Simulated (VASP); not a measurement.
Set up this calculation in VASP 6.6.1, as the native input.

```
Task                   : single point
Functional             : PBEsol
Potentials or basis    : VASP PAW PBE potentials, release 64 (Al)
Cutoff                 : 520 eV
k mesh                 : 16 × 16 × 5
Occupations            : gaussian, width 0.15 eV
Spin                   : no spin polarisation
Dipole correction      : no
Further INCAR settings : ALGO = Fast; EDIFF = 1e-06; NBANDS = 14
```

The structure of Al lies in POSCAR:

```
Al
1.0
   -1.6063180831      1.6063180831     -1.6063180831
   -1.6063180831     -1.6063180831      1.6063180831
   -1.2850544665      5.4614814827      7.3890631825
Al
4
Direct
   -0.0875000000     -0.6125000000      0.8750000000
    0.4875000000      0.4125000000      0.1250000000
   -0.0375000000     -0.2625000000      0.3750000000
    0.4375000000      0.0625000000      0.6250000000
```

The input as run:

INCAR

```
SYSTEM = Al
PREC = Accurate
ENCUT = 520
EDIFF = 1E-6
ISMEAR = 0
SIGMA = 0.15
LREAL = .FALSE.
LASPH = .TRUE.
NELM = 80
ALGO = Fast
ISIF = 2
LWAVE = .FALSE.
LCHARG = .FALSE.
GGA = PS
NBANDS = 14
```

KPOINTS

```
regular mesh
0
G
  16 16 5
  0 0 0
```

Potentials or basis: VASP PAW PBE potentials, release 64 (Al).

Run with:

```bash
$ cat potpaw_PBE.64/Al/POTCAR > POTCAR
$ mpirun -np 1 vasp_std > vasp.out
```

Results of the run:

The pressure is 0.5 GPa. The largest force is 0.261 eV/Å. The band gap on the k mesh is zero (bands 6 and 7 overlap by 6.63 eV).

Caveat: the PAW data sets were made with another functional, which shifts forces and pressure a little.

It took 4.3 min on 1 thread of Intel(R) Xeon(R) 6975P-C (Granite Rapids) (shared host), peak memory 0.53 GiB.
